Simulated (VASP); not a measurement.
Wanted: the native input for a VASP 6.6.1 run.

| Property | Result |
| --- | --- |
| Task | single point |
| Functional | PBE |
| Potentials or basis | VASP PAW PBE potentials, release 64 (Al, N) |
| Cutoff | 520 eV |
| k mesh | 6 × 6 × 6 |
| Occupations | gaussian, width 0.01 eV |
| Spin | no spin polarisation |
| Dipole correction | no |
| Further INCAR settings | ALGO = Normal; EDIFF = 1e-06; NBANDS = 11 |

The structure of AlN lies in POSCAR:

```
AlN
1.0
    0.0000000000      2.2067251766      2.2067251766
    2.2067251766      0.0000000000      2.2067251766
    2.2067251766      2.2067251766      0.0000000000
Al N
1 1
Direct
    0.0000000000      0.0000000000      0.0000000000
    0.2500000000      0.2500000000      0.2500000000
```

This cell differs from its parent crystal: strain +1.0%.

One way to write it, as run:

INCAR

```
ALGO     = Normal         # electronic algorithm
EDIFF    = 1E-6           # SCF threshold, eV
ENCUT    = 520            # plane-wave cutoff, eV
GGA      = PE             # functional
ISIF     = 2              # what is computed and relaxed
ISMEAR   = 0              # smearing method
LASPH    = T              # aspherical terms in the spheres
LCHARG   = F              # write CHGCAR
LREAL    = F              # projectors in reciprocal space
LWAVE    = F              # write WAVECAR
NBANDS   = 11             # bands
NELM     = 60             # most SCF steps
PREC     = Accurate       # precision mode
SIGMA    = 0.01           # smearing width, eV
```

KPOINTS

```
k-points
0
Gamma
  6 6 6
```

Potentials or basis: VASP PAW PBE potentials, release 64 (Al, N).

Launch:

```console
$ cat potpaw_PBE.64/Al/POTCAR potpaw_PBE.64/N/POTCAR > POTCAR
$ mpirun -np 1 vasp_std > vasp.out
```

It gave:

```
Pressure               : -1.6 GPa
Band gap on the k mesh : 3.30 eV, indirect (least direct gap 3.92 eV)
```

Caveat: the cell differs from its parent crystal (strain +1.0%).

Wall time 3.6 s on 1 thread of Intel(R) Xeon(R) Platinum 8488C (Sapphire Rapids), on a shared host, peak memory 0.13 GiB.
